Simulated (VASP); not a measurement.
Input of a VASP 6.6.1 run:

Contents of INCAR:

```
PREC     = Accurate       # precision mode
ENCUT    = 600            # plane-wave cutoff, eV
EDIFF    = 1E-7           # SCF threshold, eV
ISMEAR   = 0              # smearing method
SIGMA    = 0.1            # smearing width, eV
LREAL    = False          # projectors in reciprocal space
LASPH    = True           # aspherical terms in the spheres
NELM     = 60             # most SCF steps
ALGO     = Normal         # electronic algorithm
ISIF     = 3              # what is computed and relaxed
LWAVE    = False          # write WAVECAR
LCHARG   = False          # write CHGCAR
GGA      = PE             # functional
IBRION   = 2              # ionic algorithm
NSW      = 90             # ionic steps
EDIFFG   = -0.04          # ionic threshold
```

KPOINTS

```
Automatic mesh
0
Gamma
  4 4 4
```

File POSCAR:

```
Sn4S
1.0
    5.1730037500      0.0000000000      0.0000000000
    0.0000000000      5.1730037500      0.0000000000
    0.0000000000      0.0000000000      5.1730037500
Sn S
4 1
Direct
    0.0000000000      0.5000000000      0.5000000000
    0.5000000000      0.0000000000      0.5000000000
    0.5000000000      0.5000000000      0.0000000000
    0.0000000000      0.0000000000      0.0000000000
    0.5000000000      0.5000000000      0.5000000000
```

Potentials or basis: VASP PAW PBE potentials, release 64 (Sn_d, S).

The run is started by

```bash
$ cat potpaw_PBE.64/Sn_d/POTCAR potpaw_PBE.64/S/POTCAR > POTCAR
$ mpirun -np 1 vasp_std > vasp.out
```

Problem. Predict the relaxed volume.

Solution. 31.00 Å³/atom.

Problem. What does it give for the band gap on the k mesh?

Solution. Zero (band 31 reaches 5.84 eV, above the bottom of band 32 at 5.60 eV).

Problem. Estimate the relaxed cell.

Solution. a = 5.371 Å, b = 5.371 Å, c = 5.371 Å, α = 90.00°, β = 90.00°, γ = 90.00°.

Final structure:
```
Sn S
1.0
     5.37140    0.00000    0.00000
     0.00000    5.37140    0.00000
     0.00000    0.00000    5.37140
Sn S
4 1
Direct
  0.00000 0.50000 0.50000
  0.50000 0.00000 0.50000
  0.50000 0.50000 0.00000
  0.00000 0.00000 0.00000
  0.50000 0.50000 0.50000
```

Caveat: spin-orbit coupling is left out, which moves the levels of the heavy elements.
